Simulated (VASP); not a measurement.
# Cs2Au (F-43m) in VASP: notebook, part 2 of 2

VASP 6.6.1. The steps go on from the part before.

### Step 4. Relaxation of cell and atoms, PBE

INCAR reads:

```
PREC = Accurate
ENCUT = 600
EDIFF = 1E-6
ISMEAR = 0
SIGMA = 0.1
LREAL = F
LASPH = T
NELM = 80
ALGO = Normal
ISIF = 3
LWAVE = F
LCHARG = F
GGA = PE
IBRION = 2
NSW = 90
EDIFFG = -0.04
```

KPOINTS reads:

```
regular mesh
0
Gamma
  4 4 4
```

POSCAR reads:

```
Cs2Au
1.0
    0.0000000000      4.0300062500      4.0300062500
    4.0300062500      0.0000000000      4.0300062500
    4.0300062500      4.0300062500      0.0000000000
Cs Au
2 1
Direct
    0.0000000000      0.0000000000      0.0000000000
    0.2500000000      0.2500000000      0.2500000000
    0.7500000000      0.7500000000      0.7500000000
```

On the command line:

```sh
> cat potpaw_PBE.64/Cs_sv/POTCAR potpaw_PBE.64/Au/POTCAR > POTCAR
> mpirun -np 1 vasp_std > vasp.out
```

It took 84 s on 1 thread of Intel Xeon Platinum 8488C (Sapphire Rapids), shared host; peak memory 0.33 GiB.

Results (log left out):

```yaml
Free_energy: -4.8295 eV
Relaxed_volume: 53.82 Å³/atom
Relaxed_cell: a = 6.112 Å, b = 6.112 Å, c = 6.112 Å, α = 60.00°, β = 60.00°, γ = 60.00°
Space_group_after_relaxing_to_0.05_Å: F-43m (No. 216)
Energy_gained_by_relaxing: 65.9 meV/atom
Ionic_steps: 4
Pressure_after_relaxing: 0.1 GPa
```

The path:
| step | energy change (eV) | largest force (eV/Å) | pressure (GPa) | volume (Å³) |
| --- | --- | --- | --- | --- |
| 1 | 0.0000 | 0.0000 | 2.53 | 130.90 |
| 2 | -0.1451 | 0.0000 | 1.05 | 144.39 |
| 3 | -0.1928 | 0.0000 | 0.27 | 156.58 |
| 4 | -0.1978 | 0.0000 | 0.07 | 161.45 |

Final structure:
```cif
data_structure
_symmetry_space_group_name_H-M 'P 1'
_symmetry_Int_Tables_number 1
_cell_length_a 6.1120
_cell_length_b 6.1120
_cell_length_c 6.1120
_cell_angle_alpha 60.000
_cell_angle_beta 60.000
_cell_angle_gamma 60.000
_cell_volume 161.45
loop_
_atom_site_label
_atom_site_type_symbol
_atom_site_fract_x
_atom_site_fract_y
_atom_site_fract_z
_atom_site_occupancy
Cs1 Cs 0.00000 0.00000 0.00000 1
Cs2 Cs 0.25000 0.25000 0.25000 1
Au1 Au 0.75000 0.75000 0.75000 1
```

Levels at points of the mesh, in eV from the Fermi level:
| k point | band 12 | band 13 | band 14 | band 15 | band 16 | band 17 |
| --- | --- | --- | --- | --- | --- | --- |
| (0.00, 0.00, 0.00) | -3.51 | -3.51 | -3.51 | 1.44 | 1.44 | 1.44 |
| (0.50, 0.00, 0.00) | -3.53 | -3.53 | -2.98 | -0.24 | 0.71 | 0.71 |
| (0.50, 0.50, 0.00) | -3.53 | -3.53 | -3.01 | 0.00 | 1.64 | 1.67 |

Caveat: the volume moved by over 15 % at a fixed basis, so the end points are rough; spin-orbit coupling is left out, which moves the levels of the heavy elements.

### Step 5. Single point, PBE

This run uses another cell than the first one, of 54.85 Å³/atom, 1.257 times its volume.

INCAR reads:

```
SYSTEM = Cs2Au
  PREC = Accurate
  ENCUT = 520
  EDIFF = 1E-6
  ISMEAR = 0
  SIGMA = 0.1
  LREAL = .FALSE.
  LASPH = .TRUE.
  NELM = 100
  ALGO = Fast
  ISIF = 2
  LWAVE = .FALSE.
  LCHARG = .FALSE.
  GGA = PE
  NBANDS = 22
```

KPOINTS reads:

```
Automatic mesh
0
G
  10 10 10
  0 0 0
```

POSCAR reads:

```
Cs2Au
1.0
    0.0000000000      4.3493531579      4.3493531579
    4.3493531579      0.0000000000      4.3493531579
    4.3493531579      4.3493531579      0.0000000000
Cs Au
2 1
Direct
    0.0000000000      0.0000000000      0.0000000000
    0.7500000000      0.7500000000      0.7500000000
    0.2500000000      0.2500000000      0.2500000000
```

Potentials or basis: VASP PAW PBE potentials, release 64 (Cs_sv, Au).

On the command line:

```sh
> cat potpaw_PBE.64/Cs_sv/POTCAR potpaw_PBE.64/Au/POTCAR > POTCAR
> mpirun -np 1 vasp_std > vasp.out
```

OUTCAR:

```text
SYSTEM = Cs2Au
   PREC = Accurate
   ENCUT = 520
   EDIFF = 1E-6
   ISMEAR = 0
   LREAL = .FALSE.
   LASPH = .TRUE.
   NELM = 100
   ISIF = 2
   GGA = PE

 ion  position               nearest neighbor table
   1  0.000  0.000  0.000-
   2  0.750  0.750  0.750-
   3  0.250  0.250  0.250-

  LATTYP: Found a face centered cubic cell.
 ALAT       =     8.6987063158

  Lattice vectors:

[... 788 lines left out ...]

 [... further k-points ...]

------------------------ aborting loop because EDIFF is reached ----------------------------------------

  FORCE on cell =-STRESS in cart. coord.  units (eV):
  Direction    XX          YY          ZZ          XY          YZ          ZX
  --------------------------------------------------------------------------------------
  -------------------------------------------------------------------------------------
  Total        0.0460235      0.0460235      0.0460235     -0.0000000     -0.0000000     -0.0000000
  in kB        0.4481119      0.4481119      0.4481119     -0.0000000     -0.0000000     -0.0000000
  external PRESSURE =       0.4481119 kB  Pullay stress =       0.0000000 kB

 VOLUME and BASIS-vectors are now :
 -----------------------------------------------------------------------------
  energy-cutoff  :      520.00
  volume of cell :      164.55
      direct lattice vectors                 reciprocal lattice vectors
     0.000000000  4.349353158  4.349353158    -0.114959623  0.114959623  0.114959623
     4.349353158  0.000000000  4.349353158     0.114959623 -0.114959623  0.114959623
     4.349353158  4.349353158  0.000000000     0.114959623  0.114959623 -0.114959623

 POSITION                                       TOTAL-FORCE (eV/Angst)
 -----------------------------------------------------------------------------------
      0.00000      0.00000      0.00000         0.000000      0.000000      0.000000
      6.52403      6.52403      6.52403        -0.000000     -0.000000     -0.000000
      2.17468      2.17468      2.17468         0.000000      0.000000      0.000000
 -----------------------------------------------------------------------------------
    total drift:                               -0.000000     -0.000000     -0.000000

  FREE ENERGIE OF THE ION-ELECTRON SYSTEM (eV)
  ---------------------------------------------------
  free  energy   TOTEN  =        -4.8283973431 eV

  energy  without entropy=       -4.7978095441  energy(sigma->0) =       -4.81310344
```

OSZICAR:

```text
N       E                     dE             d eps       ncg     rms          rms(c)
DAV:   1     0.183128696332E+03    0.18313E+03   -0.11457E+04  2068   0.107E+03
DAV:   2     0.109185722953E+02   -0.17221E+03   -0.16348E+03  2820   0.195E+02
DAV:   3    -0.480951774617E+01   -0.15728E+02   -0.15624E+02  2584   0.613E+01
DAV:   4    -0.504701453705E+01   -0.23750E+00   -0.23729E+00  2434   0.842E+00
DAV:   5    -0.504990690509E+01   -0.28924E-02   -0.28916E-02  2674   0.951E-01    0.228E+00
RMM:   6    -0.490116158196E+01    0.14875E+00   -0.10517E-01  2254   0.172E+00    0.113E+00
RMM:   7    -0.482638047458E+01    0.74781E-01   -0.21122E-01  2903   0.207E+00    0.493E-01
RMM:   8    -0.482769009855E+01   -0.13096E-02   -0.18207E-02  2890   0.576E-01    0.249E-01
RMM:   9    -0.482833087850E+01   -0.64078E-03   -0.24578E-03  2758   0.247E-01    0.265E-02
RMM:  10    -0.482838530773E+01   -0.54429E-04   -0.64709E-04  2876   0.842E-02    0.186E-02
RMM:  11    -0.482839456479E+01   -0.92571E-05   -0.94176E-05  2604   0.473E-02    0.159E-02
RMM:  12    -0.482839657749E+01   -0.20127E-05   -0.24365E-05  2806   0.202E-02    0.311E-03
RMM:  13    -0.482839734312E+01   -0.76564E-06   -0.55488E-06  2420   0.805E-03
   1 F= -.48283973E+01 E0= -.48131034E+01  d E =-.305878E-01
```

stdout:

```text
POSCAR found type information on POSCAR CsAu
 POSCAR found :  2 types and       3 ions
 scaLAPACK will be used
 LDA part: xc-table for (Slater+PW92), standard interpolation
 POSCAR, INCAR and KPOINTS ok, starting setup
 FFT: planning ... GRIDC
 FFT: planning ... GRID_SOFT
 FFT: planning ... GRID
 WAVECAR not read
 entering main loop
```

It took 2.8 min on 1 thread of Intel Xeon Platinum 8488C (Sapphire Rapids), shared host; peak memory 0.41 GiB.

What came out:

* Free energy: -4.8284 eV
* Pressure: 0.0 GPa

Caveat: spin-orbit coupling is left out, which moves the levels of the heavy elements.

### Step 6. Summary

```tsv
task	cell	k mesh	cutoff (eV)	gap on the mesh (eV)	pressure (GPa)
single point	a = 5.699 Å, angles 60.0°, 3 atoms	4 × 4 × 4	520	none	2.5
single point	a = 6.025 Å, angles 60.0°, 3 atoms	4 × 4 × 4	520	none	0.4
relaxation of cell and atoms	relaxed from a = 5.699 Å, angles 60.0°, 3 atoms	4 × 4 × 4	600	none	0.1
single point	a = 6.151 Å, angles 60.0°, 3 atoms	10 × 10 × 10	520	none	0.0
```

Alike in all rows: level PBE; potentials or basis VASP PAW PBE potentials, release 64 (Cs_sv, Au); no spin polarisation; smearing gaussian 0.1 eV.

Caveats: spin-orbit coupling is left out, which moves the levels of the heavy elements; the volume moved by over 15 % at a fixed basis, so the end points are rough (some runs).

Total energies depend on the potentials used, so only differences within one code and one set of settings carry meaning.
